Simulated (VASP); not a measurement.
# Cr (P6/mmm) in VASP: a series of runs, part 2 of 3

VASP 6.6.1.

## Step 3: Single point, LDA (9.76 Å³/atom)

This run uses another cell than the first one, of 9.76 Å³/atom.

File INCAR:

```
PREC     = Accurate       # precision mode
ENCUT    = 520            # plane-wave cutoff, eV
EDIFF    = 1E-6           # SCF threshold, eV
ISMEAR   = -1             # smearing method
SIGMA    = 0.1            # smearing width, eV
LREAL    = F              # projectors in reciprocal space
LASPH    = T              # aspherical terms in the spheres
NELM     = 80             # most SCF steps
ALGO     = Normal         # electronic algorithm
ISIF     = 2              # what is computed and relaxed
LWAVE    = F              # write WAVECAR
LCHARG   = F              # write CHGCAR
NBANDS   = 25             # bands
```

File KPOINTS:

```
Automatic mesh
0
Gamma
  10 10 16
```

File POSCAR:

```
Cr
1.0
    3.9783193456      0.0000000000      0.0000000000
   -1.9891596728      3.4453256177      0.0000000000
    0.0000000000      0.0000000000      2.1370117842
Cr
3
Direct
    1.0000000000      0.0000000000      0.0000000000
    0.3333333333      0.6666666667      0.5000000000
    0.6666666667      0.3333333333      0.5000000000
```

Potentials or basis: VASP PAW LDA potentials, release 64 (Cr_pv).

Started as:

```bash
$ cat potpaw_LDA.64/Cr_pv/POTCAR > POTCAR
$ mpirun -np 1 vasp_std > vasp.out
```

OUTCAR:

```text
PREC = Accurate
   ENCUT = 520
   EDIFF = 1E-6
   ISMEAR = -1
   LREAL = F
   LASPH = T
   NELM = 80
   ISIF = 2

 ion  position               nearest neighbor table
   1  0.000  0.000  0.000-   2 2.53   3 2.53   2 2.53   3 2.53   3 2.53   3 2.53   2 2.53   2 2.53
                             3 2.53   3 2.53   2 2.53   2 2.53
   2  0.333  0.667  0.500-   3 2.30   3 2.30   3 2.30   1 2.53   1 2.53   1 2.53   1 2.53   1 2.53
                             1 2.53   3 3.14   3 3.14   3 3.14   3 3.14   3 3.14   3 3.14
   3  0.667  0.333  0.500-   2 2.30   2 2.30   2 2.30   1 2.53   1 2.53   1 2.53   1 2.53   1 2.53
                             1 2.53   2 3.14   2 3.14   2 3.14   2 3.14   2 3.14   2 3.14

  LATTYP: Found a hexagonal cell.
 ALAT       =     3.9783193456
 C/A-ratio  =     0.5371644653

  Lattice vectors:

 A1 = (   3.9783193456,   0.0000000000,   0.0000000000)
 A2 = (  -1.9891596728,   3.4453256177,   0.0000000000)
 A3 = (   0.0000000000,   0.0000000000,   2.1370117842)

Analysis of symmetry for initial positions (statically):
=====================================================================
 Subroutine PRICEL returns:
 Original cell was already a primitive cell.

 Routine SETGRP: Setting up the symmetry group for a
 hexagonal supercell.

 Subroutine GETGRP returns: Found 24 space group operations
 (whereof 24 operations were pure point group operations)
 out of a pool of 24 trial point group operations.

The static configuration has the point symmetry D_6h.

Analysis of symmetry for dynamics (positions and initial velocities):
=====================================================================
 Subroutine PRICEL returns:
 Original cell was already a primitive cell.

 Routine SETGRP: Setting up the symmetry group for a
 hexagonal supercell.

 Subroutine GETGRP returns: Found 24 space group operations
 (whereof 24 operations were pure point group operations)
 out of a pool of 24 trial point group operations.

The dynamic configuration has the point symmetry D_6h.

 Subroutine INISYM returns: Found 24 space group operations
 (whereof 24 operations are pure point group operations),
 and found     1 'primitive' translations

----------------------------------------------------------------------------------------

                                     Primitive cell

  volume of cell :      29.2912

  direct lattice vectors                    reciprocal lattice vectors
     3.978319346  0.000000000  0.000000000     0.251362425  0.145124164  0.000000000
    -1.989159673  3.445325618  0.000000000     0.000000000  0.290248328  0.000000000
     0.000000000  0.000000000  2.137011784     0.000000000  0.000000000  0.467943138

  length of vectors
     3.978319346  3.978319346  2.137011784     0.290248328  0.290248328  0.467943138

  position of ions in fractional coordinates (direct lattice)
     0.000000000  0.000000000  0.000000000
     0.333333333  0.666666667  0.500000000
     0.666666667  0.333333333  0.500000000

  ion indices of the primitive-cell ions
   primitive index   ion index
                 1           1
                 2           2
                 3           3

----------------------------------------------------------------------------------------

 KPOINTS: Automatic mesh

Automatic generation of k-mesh.
 Grid dimensions read from file:
 generate k-points for:   10   10   16

 Generating k-lattice:

  Cartesian coordinates                     Fractional coordinates (reciprocal lattice)
     0.025136243  0.014512416  0.000000000     0.100000000  0.000000000  0.000000000
     0.000000000  0.029024833  0.000000000     0.000000000  0.100000000  0.000000000
     0.000000000  0.000000000  0.029246446     0.000000000  0.000000000  0.062500000

  Length of vectors
     0.029024833  0.029024833  0.029246446

  Shift w.r.t. Gamma in fractional coordinates (k-lattice)
     0.000000000  0.000000000  0.000000000

 Subroutine IBZKPT returns following result:
 ===========================================

 Found    126 irreducible k-points:

 Following reciprocal coordinates:
            Coordinates               Weight
  0.000000  0.000000  0.000000      1.000000
  0.100000 -0.000000  0.000000      6.000000
  0.200000 -0.000000  0.000000      6.000000
  0.300000  0.000000  0.000000      6.000000
  0.400000 -0.000000  0.000000      6.000000
  0.500000 -0.000000  0.000000      3.000000
[... 16 lines left out ...]
  0.300000  0.100000  0.062500     24.000000
  0.400000  0.100000  0.062500     24.000000
 [... further k-points ...]
   k-points           NKPTS =    126   k-points in BZ     NKDIM =    126   number of bands    NBANDS=     25
   number of dos      NEDOS =    301   number of ions     NIONS =      3
   total plane-waves  NPLWV =  14400
   dimension x,y,z NGX =    30 NGY =   30 NGZ =   16
   dimension x,y,z NGXF=    60 NGYF=   60 NGZF=   32
   ions per type =               3
   NGX,Y,Z   is equivalent  to a cutoff of  12.54, 12.54, 12.45 a.u.
   NGXF,Y,Z  is equivalent  to a cutoff of  25.07, 25.07, 24.89 a.u.
 SYSTEM =  unknown system
   PREC   = accura    normal or accurate (medium, high low for compatibility)
   ISTART =      0    job   : 0-new  1-cont  2-samecut
   ICHARG =      2    charge: 1-file 2-atom 10-const
   ISPIN  =      1    spin polarized calculation?
   LNONCOLLINEAR =      F non collinear calculations
   LSORBIT =      F    spin-orbit coupling
   LASPH  =      T    aspherical Exc in radial PAW
   ENCUT  =  520.0 eV  38.22 Ry    6.18 a.u.   7.40  7.40  3.97*2*pi/ulx,y,z
   NELM   =     80;   NELMIN=  2; NELMDL= -5     # of ELM steps
   EDIFF  = 0.1E-05   stopping-criterion for ELM
   LREAL  =      F    real-space projection
   EDIFFG = 0.1E-04   stopping-criterion for IOM
   NSW    =      0    number of steps for IOM
   IBRION =     -1    ionic relax: 0-MD 1-quasi-New 2-CG
   NFREE  =      0    steps in history (QN), initial steepest desc. (CG)
   ISIF   =      2    stress and relaxation
   ISYM   =      2    0-nonsym 1-usesym 2-fastsym
   POTIM  = 0.5000    time-step for ionic-motion
   TEBEG  =    0.0;   TEEND  =   0.0 temperature during run
   PSTRESS=    0.0 pullay stress
   NELECT =      36.0000    total number of electrons
   NUPDOWN=      -1.0000    fix difference up-down
   EMIN   =  10.00;   EMAX   =-10.00  energy-range for DOS
   EFERMI =   0.00;   METHOD = LEGACY
   ISMEAR =    -1;   SIGMA  =   0.10  broadening in eV -4-tet -1-fermi 0-gaus
   EFERMI_NEDOS =   21; number of points for ismear=-14 and -15
   IALGO  =     38    algorithm
   IMIX   =      4    mixing-type and parameters
     AMIX     =   0.40;   BMIX     =  1.00
     AMIX_MAG =   1.60;   BMIX_MAG =  1.00
  volume/ion in A,a.u.               =       9.76        65.89
  Fermi-wavevector in a.u.,A,eV,Ry     =   1.753598  3.313820 41.839359  3.075106
  Thomas-Fermi vector in A             =   2.823702
   LORBIT       =      0    0 simple, 1 ext, 2 COOP (PROOUT), +10 PAW based schemes
   GGA     = CA    functional components
   LHFCALC =     F    Hartree Fock is set to
   AEXX    =    0.0000 exact exchange contribution
   IVDW    =     0    specifies the selected vdW correction
   LEPSILON=     F    determine dielectric tensor
   LRPA    =     F    only Hartree local field effects (RPA)
 non-spin polarized calculation
  energy-cutoff  :      520.00
  volume of cell :       29.29
 maximum number of plane-waves:       812
 NGX is ok and might be reduce to    30
   NGX = 15   NGY = 15   NGZ =  7

 number of electron      36.0000011 magnetization

 Free energy of the ion-electron system (eV)
  ---------------------------------------------------
  ext. energy  EPLUGINS =         0.00000000
  ---------------------------------------------------
  free energy    TOTEN  =       -30.40103382 eV

  energy without entropy =      -30.27334901  energy(sigma->0) =      -30.33719142

 E-fermi :  13.3180     XC(G=0): -14.9785

 val. band max:       13.3143333461   @ k =   0.2000   0.1000   0.1875
 cond. band min:      13.3199539663   @ k =   0.1000  -0.0000   0.2500
 fundamental gap:      0.0056206202
 Fermi energy:        13.3180171321

 k-point     1 :       0.0000    0.0000    0.0000
  band No.  band energies     occupation
      1     -29.6537      2.00000
      2     -29.6537      2.00000
      3     -29.5653      2.00000
      4     -29.5653      2.00000
      5     -28.6131      2.00000
      6     -28.6131      2.00000
[... 17 lines left out ...]
     24      16.7216      0.00000
     25      16.7216      0.00000
[... 621 lines left out ...]
      3     -29.3909      2.00000
      4     -29.0185      2.00000
      5     -28.9218      2.00000
      6     -28.7197      2.00000
[... 17 lines left out ...]
     24      16.1857      0.00000
     25      16.2976      0.00000

 [... further k-points ...]
[... 5 lines left out ...]
  --------------------------------------------------------------------------------------
  -------------------------------------------------------------------------------------
  Total        8.1716785      8.1716785      9.2155406      0.0000000      0.0000000     -0.0000000
  in kB      446.9768440    446.9768440    504.0743112      0.0000000      0.0000000     -0.0000000
  external PRESSURE =     466.0093331 kB  Pullay stress =       0.0000000 kB

 VOLUME and BASIS-vectors are now :
 -----------------------------------------------------------------------------
  energy-cutoff  :      520.00
  volume of cell :       29.29
      direct lattice vectors                 reciprocal lattice vectors
     3.978319346  0.000000000  0.000000000     0.251362425  0.145124164  0.000000000
    -1.989159673  3.445325618  0.000000000     0.000000000  0.290248328  0.000000000
     0.000000000  0.000000000  2.137011784     0.000000000  0.000000000  0.467943138

 POSITION                                       TOTAL-FORCE (eV/Angst)
 -----------------------------------------------------------------------------------
      0.00000      0.00000      0.00000        -0.000000      0.000000      0.000000
     -0.00000      2.29688      1.06851         0.000000     -0.000000      0.000000
      1.98916      1.14844      1.06851        -0.000000      0.000000      0.000000
 -----------------------------------------------------------------------------------
    total drift:                               -0.000000      0.000000      0.000000

  FREE ENERGIE OF THE ION-ELECTRON SYSTEM (eV)
  ---------------------------------------------------
  free  energy   TOTEN  =       -30.4010338215 eV

  energy  without entropy=      -30.2733490105  energy(sigma->0) =      -30.33719142
```

It took 68 s on 1 thread of AMD EPYC 7R43 (Zen 3), shared host; peak memory 0.14 GiB.

Results:

```yaml
Free_energy: -30.4010 eV
Pressure: 46.6 GPa
Band_gap_on_the_k_mesh: zero (bands 18 and 19 overlap by 1.46 eV)
```

Stress tensor (GPa, compression positive):
```
44.70  0.00  0.00
 0.00 44.70  0.00
 0.00  0.00 50.41
```

Levels at points of the mesh, in eV from the Fermi level:
```tsv
k point	band 14	band 15	band 16	band 17	band 18	band 19	band 20	band 21	band 22	band 23
(0.00, 0.00, 0.00)	-2.56	-2.49	-2.49	-2.38	-0.54	-0.54	1.65	1.65	1.72	1.72
(0.50, 0.00, 0.00)	-3.10	-2.64	-2.31	-2.22	0.92	0.99	1.74	1.83	1.91	2.22
(0.00, 0.00, 0.50)	-2.56	-1.56	-1.33	-1.33	0.11	0.11	1.95	1.95	2.48	2.48
(0.50, 0.00, 0.50)	-2.48	-1.83	-1.82	-0.22	-0.19	1.09	1.51	1.90	1.95	3.26
```

Caveat: the cell stands under pressure; the run has no spin polarisation, though such a crystal can be magnetic. Spin polarisation is off, so any magnetic state and its effect on volume and gap are missing.

(Part 2 of 3 ends here.)
